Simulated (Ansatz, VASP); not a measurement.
## One calculation of BP, two programs

INCAR

```
SYSTEM = BP
PREC = Accurate
ENCUT = 520
EDIFF = 1E-7
ISMEAR = -1
SIGMA = 0.05
LREAL = .False.
LASPH = .True.
NELM = 100
ALGO = Normal
ISIF = 2
LWAVE = .False.
LCHARG = .False.
GGA = B5
ALDAX = 1.0
AGGAX = 1.0
AGGAC = 1.0
ALDAC = 0.0
NBANDS = 11
```

The input KPOINTS:

```
regular mesh
0
Gamma
  10 10 10
  0 0 0
```

The input POSCAR:

```
BP
1.0
    0.0000000000      2.2690000000      2.2690000000
    2.2690000000      0.0000000000      2.2690000000
    2.2690000000      2.2690000000      0.0000000000
P B
1 1
Direct
    0.7500000000      0.7500000000      0.7500000000
    0.0000000000      0.0000000000      0.0000000000
```

Contents of input.yaml:

```yaml
crystal:
  lattice:
    - [0.0, 2.269, 2.269]
    - [2.269, 0.0, 2.269]
    - [2.269, 2.269, 0.0]
  atoms:
    - { symbol: P, position: [0.75, 0.75, 0.75] }
    - { symbol: B, position: [0.0, 0.0, 0.0] }
kpoints:
  mp_grid: { grid: [10, 10, 10] }
  band_path:
    path:
      - [0.0, 0.0, 0.0]
      - [0.5, 0.0, 0.5]
      - [0.5, 0.25, 0.75]
      - [0.375, 0.375, 0.75]
      - [0.0, 0.0, 0.0]
      - [0.5, 0.5, 0.5]
      - [0.625, 0.25, 0.625]
      - [0.5, 0.25, 0.75]
    npoints: 6
scf:
  occupations: { method: fermi_dirac, width: 0.05 }
hamiltonian:
  xc: blyp
  pseudopotentials: { kind: all_electron, lapw: { basis_error: 0.001 } }
output:
  forces: true
  stress: true
  eigenvalues: true
```

Alike in both runs: functional BLYP; k mesh 10 × 10 × 10; occupations fermi-dirac, width 0.05 eV; no spin polarisation.

```csv
,VASP,Ansatz
version,VASP 6.6.1,Ansatz 0.2.0
potentials or method,"VASP PAW PBE potentials, release 64 (P, B), cutoff 520 eV","all-electron LAPW, scalar-relativistic"
task,single point,band structure
```

|  | VASP | Ansatz | Ansatz less VASP |
| --- | --- | --- | --- |
| gap on the k mesh at the Fermi level (eV) | 1.54 | 1.51 | -0.024 |
| least direct gap on the mesh (eV) | 3.58 | 3.55 | -0.031 |
| pressure (GPa) | 5.9 | 6.1 | +0.22 |

VASP's potentials were made for PBE, not for BLYP. Ansatz ran all-electron here, and VASP with PAW potentials.
